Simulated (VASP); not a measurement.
Ca: single point with PBEsol

Crystal: Ca.

```xyz
1
Lattice="2.7479 0.0000 0.0000 0.0000 2.7479 0.0000 0.0000 0.0000 2.7479" Properties=species:S:1:pos:R:3 pbc="T T T"
Ca    0.0000    0.0000    0.0000
```

This cell differs from its parent crystal: volume scaled by 0.5.

```
Program             : VASP 6.6.1
Task                : single point
Functional          : PBEsol
Potentials or basis : VASP PAW PBE potentials, release 64 (Ca_sv)
Cutoff              : 520 eV
k mesh              : 11 × 11 × 11
Occupations         : fermi-dirac, width 0.08 eV
Spin                : no spin polarisation
```

```yaml
Pressure: 25.2 GPa
Band_gap_on_the_k_mesh: 0.19 eV, direct
```

Levels at points of the mesh, in eV from the valence-band top:
| k point | band 3 | band 4 | band 5 | band 6 | band 7 | band 8 |
| --- | --- | --- | --- | --- | --- | --- |
| (0.00, 0.00, 0.00) | -21.13 | -21.13 | -4.11 | 0.52 | 0.52 | 7.41 |

Run time: 17 s on 1 thread of Intel Xeon 6975P-C, on a shared host, peak memory 0.13 GiB.

Caveat: the PAW data sets were made with another functional, which shifts forces and pressure a little. A k mesh can miss the band edges.
